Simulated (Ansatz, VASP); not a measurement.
Two plane-wave programs on HfC

```xyz
2
Lattice="0.0000 2.3250 2.3250 2.3250 0.0000 2.3250 2.3250 2.3250 0.0000" Properties=species:S:1:pos:R:3 pbc="T T T"
Hf    2.3250    2.3250    2.3250
C    -0.1591   -0.1591   -0.2250
```

Alike in both runs: task single point; functional PBE; k mesh 18 × 18 × 18; occupations gaussian, width 0.15 eV; no spin polarisation.

|  | VASP | Ansatz |
| --- | --- | --- |
| version | VASP 6.6.1 | Ansatz 0.2.0 |
| potentials or method | VASP PAW PBE potentials, release 64 (Hf_pv, C), cutoff 520 eV | scalar-relativistic, plane waves, PAW |
| valence electrons in the cell | 14 | 30 |

Ansatz gave:

* gap on the k mesh at the Fermi level (eV): 0.52
* least direct gap on the mesh (eV): 0.88
* pressure (GPa): 8.9
* traceless stress, the component that is largest in VASP (GPa): 5.47
* rms of the force components (eV/Å): 1.329

**Question.** Estimate VASP's values.

**Answer.** gap on the k mesh at the Fermi level (eV): 0.54; least direct gap on the mesh (eV): 0.90; pressure (GPa): 8.3; traceless stress, the component that is largest in VASP (GPa): 5.56; rms of the force components (eV/Å): 1.328.

Atom by atom the forces differ by 0.004 eV/Å (rms over components). The functional is the same, so the differences come from potentials, cutoffs and numerics. VASP's potentials hold 14 valence electrons a cell and Ansatz's 30, so a difference there can come from the potentials and not from the codes.

Spin-orbit coupling is off throughout.
